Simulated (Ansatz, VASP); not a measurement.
## ZrSi7 in VASP and in Ansatz

File INCAR:

```
  PREC = Accurate
  ENCUT = 600
  EDIFF = 1E-6
  ISMEAR = 0
  SIGMA = 0.2
  LREAL = F
  LASPH = T
  NELM = 100
  ALGO = Normal
  ISIF = 3
  LWAVE = F
  LCHARG = F
  GGA = PE
  IBRION = 2
  NSW = 36
  EDIFFG = -0.08
```

KPOINTS

```
regular mesh
0
Gamma
  3 3 4
```

POSCAR

```
ZrSi7
1.0
    6.0131679600      0.0000000000      0.0000000000
   -3.0065839800      5.2075562100      0.0000000000
    0.0000000000      0.0000000000      4.7929128900
Zr Si
1 7
Direct
    0.0000000000      0.0000000000      0.0000000000
    0.4996277400      0.9992554800      0.0000000000
    0.4996277400      0.5003722600      0.0000000000
    0.0007445200      0.5003722600      0.0000000000
    0.3392522600      0.1696261300      0.5000000000
    0.8303738700      0.1696261300      0.5000000000
    0.8303738700      0.6607477400      0.5000000000
    0.3333333300      0.6666666700      0.5000000000
```

Input for Ansatz:

```yaml
crystal:
  lattice:
    - [6.01316796, 0.0, 0.0]
    - [-3.00658398, 5.20755621, 0.0]
    - [0.0, 0.0, 4.79291289]
  atoms:
    - { symbol: Zr, position: [0.0, 0.0, 0.0] }
    - { symbol: Si, position: [0.49962774, 0.99925548, 0.0] }
    - { symbol: Si, position: [0.49962774, 0.50037226, 0.0] }
    - { symbol: Si, position: [0.00074452, 0.50037226, 0.0] }
    - { symbol: Si, position: [0.33925226, 0.16962613, 0.5] }
    - { symbol: Si, position: [0.83037387, 0.16962613, 0.5] }
    - { symbol: Si, position: [0.83037387, 0.66074774, 0.5] }
    - { symbol: Si, position: [0.33333333, 0.66666667, 0.5] }
basis:
  ecutwfc: 420
kpoints:
  mp_grid: { grid: [3, 3, 4] }
hamiltonian:
  xc: pbe
scf:
  occupations: { method: gaussian, width: 0.2 }
  lower_state_search: "off"
output:
  forces: true
  stress: true
  eigenvalues: true
relax:
  adjacent_minimum: "off"
  f_tol: 0.08
  max_steps: 16
  cell: { stress_tol: 0.8 }
```

Change from the starting cell: species swapped into the Mg7Sn type (P-6m2, No. 187).

Alike in both runs: task relaxation of cell and atoms; functional PBE; k mesh 3 × 3 × 4; occupations gaussian, width 0.2 eV; no spin polarisation.

|  | VASP | Ansatz |
| --- | --- | --- |
| version | VASP 6.6.1 | Ansatz 0.2.0 |
| potentials or method | VASP PAW PBE potentials, release 64 (Zr_sv, Si), cutoff 600 eV | scalar-relativistic, plane waves, PAW |
| valence electrons in the cell | 40 | 40 |

Ansatz gave:

- gap on the k mesh at the Fermi level, each at its own relaxed structure (eV): none
- relaxed volume (Å³/atom): 15.88
- relaxed cell length with the largest relative difference (Å): 5.307

Question: What did VASP give for the same quantities?

Answer: gap on the k mesh at the Fermi level, each at its own relaxed structure (eV): none; relaxed volume (Å³/atom): 15.86; relaxed cell length with the largest relative difference (Å): 5.304.

A gap of «none» marks a metal or a gap that the smearing closes.

The k mesh is coarse, so the values compare programs but aren't converged. Noted on VASP's run: the volume moved by over 15 % at a fixed basis, so the end points are rough.
